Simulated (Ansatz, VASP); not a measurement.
**Ga4As4N: VASP beside Ansatz**

```
As Ga N
1.0
     8.02671    0.00000    0.00000
    -4.01336    6.95134    0.00000
     0.00000    0.00000   22.64071
As Ga N
8 8 2
Direct
  0.00000 0.00000 0.17667
  0.00000 0.50000 0.17667
  0.50000 0.00000 0.17667
  0.50000 0.50000 0.17667
  0.16667 0.33333 0.33026
  0.16667 0.83333 0.33026
  0.66667 0.33333 0.33026
  0.66667 0.83333 0.33026
  0.16667 0.33333 0.21286
  0.16667 0.83333 0.21286
  0.66667 0.33333 0.21286
  0.66667 0.83333 0.21286
  0.33333 0.16667 0.35956
  0.33333 0.66667 0.35956
  0.83333 0.16667 0.35956
  0.83333 0.66667 0.35956
  0.50000 0.50000 0.50973
  0.50000 0.50000 0.55832
```

Alike in both runs: task single point; functional PBE; dispersion D3(BJ); k mesh 6 × 6 × 1; occupations gaussian, width 0.05 eV; no spin polarisation.

|  | VASP | Ansatz |
| --- | --- | --- |
| version | VASP 6.6.1 | Ansatz 0.2.0 |
| potentials or method | VASP PAW PBE potentials, release 64 (As, Ga_d, N), cutoff 520 eV | scalar-relativistic, plane waves, PAW |
| valence electrons in the cell | 154 | 234 |

|  | VASP | Ansatz | Ansatz less VASP |
| --- | --- | --- | --- |
| gap on the k mesh at the Fermi level (eV) | 0.04 | 0.04 | 0.000 |
| least direct gap on the mesh (eV) | 0.06 | 0.06 | +0.001 |
| rms of the force components (eV/Å) | 0.457 | 0.202 | -0.2549 |

One of these differences is far larger than is usual between the two programs; its cause wasn't traced. VASP's potentials hold 154 valence electrons a cell and Ansatz's 234, so a difference there can come from the potentials and not from the codes. Ansatz's warnings: xc potential rough in thin density.

Noted on VASP's run: the standard files for N, O and F lose accuracy on very short bonds.
